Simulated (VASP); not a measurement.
Here is a VASP 6.6.1 calculation.

Contents of INCAR:

```
ALGO = Normal ; EDIFF = 1E-7
ENCUT = 520 ; GGA = PE
ISIF = 2 ; ISMEAR = 0
LASPH = True ; LCHARG = False
LREAL = False ; LWAVE = False
NBANDS = 16 ; NELM = 80
PREC = Accurate ; SIGMA = 0.05
```

The input KPOINTS:

```
k-points
0
Gamma
  12 12 10
```

The input POSCAR:

```
ZrB2
1.0
    3.1700000000      0.0000000000      0.0000000000
   -1.5850000000      2.7453005300      0.0000000000
    0.0000000000      0.0000000000      3.5330000000
Zr B
1 2
Direct
    0.0000000000      0.0000000000      0.0000000000
    0.3333333333      0.6666666667      0.5000000000
    0.6666666667      0.3333333333      0.5000000000
```

Potentials or basis: VASP PAW PBE potentials, release 64 (Zr_sv, B).

The run is started by

```sh
$ cat potpaw_PBE.64/Zr_sv/POTCAR potpaw_PBE.64/B/POTCAR > POTCAR
$ mpirun -np 1 vasp_std > vasp.out
```

(1) What does it give for the pressure?

(2) Predict the band gap on the k mesh.

Answers

(1) 0.9 GPa.

(2) zero (bands 9 and 10 overlap by 1.12 eV).
